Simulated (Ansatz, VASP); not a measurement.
Two plane-wave programs on TiAl

INCAR

```
ALGO     = Normal         # electronic algorithm
EDIFF    = 1E-7           # SCF threshold, eV
ENCUT    = 520            # plane-wave cutoff, eV
GGA      = PS             # functional
ISIF     = 2              # what is computed and relaxed
ISMEAR   = 0              # smearing method
LASPH    = T              # aspherical terms in the spheres
LCHARG   = F              # write CHGCAR
LREAL    = F              # projectors in reciprocal space
LWAVE    = F              # write WAVECAR
NBANDS   = 14             # bands
NELM     = 80             # most SCF steps
PREC     = Accurate       # precision mode
SIGMA    = 0.15           # smearing width, eV
```

KPOINTS

```
k-points
0
Gamma
  14 14 14
```

File POSCAR:

```
TiAl
1.0
    2.9247348007      0.0000000000      0.0000000000
    0.0000000000      2.9247348007      0.0000000000
    0.0000000000      0.0000000000      3.1560751060
Ti Al
1 1
Direct
    0.0000000000      0.0000000000      0.0000000000
    0.5000000000      0.5000000000      0.5000000000
```

Input for Ansatz:

```yaml
crystal:
  lattice:
    - [2.9247348007, 0.0, 0.0]
    - [0.0, 2.9247348007, 0.0]
    - [0.0, 0.0, 3.156075106]
  atoms:
    - { symbol: Ti, position: [0.0, 0.0, 0.0] }
    - { symbol: Al, position: [0.5, 0.5, 0.5] }
basis:
  ecutwfc: 520.0
kpoints:
  mp_grid: { grid: [14, 14, 14] }
hamiltonian:
  xc: pbesol
  pseudopotentials: { kind: paw, azcp: { folder: soft_1 } }
scf:
  occupations: { method: gaussian, width: 0.15 }
output:
  forces: true
  stress: true
  eigenvalues: true
```

Change from the starting cell: normal strain along x -0.0733, normal strain along y -0.0733.

Alike in both runs: task single point; functional PBEsol; k mesh 14 × 14 × 14; occupations gaussian, width 0.15 eV; no spin polarisation.

|  | VASP | Ansatz |
| --- | --- | --- |
| version | VASP 6.6.1 | Ansatz 0.2.0 |
| potentials or method | VASP PAW PBE potentials, release 64 (Ti_sv, Al), cutoff 520 eV | scalar-relativistic, plane waves, PAW |
| valence electrons in the cell | 15 | 15 |

|  | VASP | Ansatz | Ansatz less VASP |
| --- | --- | --- | --- |
| gap on the k mesh at the Fermi level (eV) | none | none | - |
| pressure (GPa) | 24.5 | 24.4 | -0.05 |
| traceless stress, the component that is largest in VASP (GPa) | 4.19 | 4.19 | -0.001 |

VASP's potentials were made for PBE, not for PBEsol, and Ansatz warns of the same on its side. A gap of «none» marks a metal or a gap that the smearing closes.
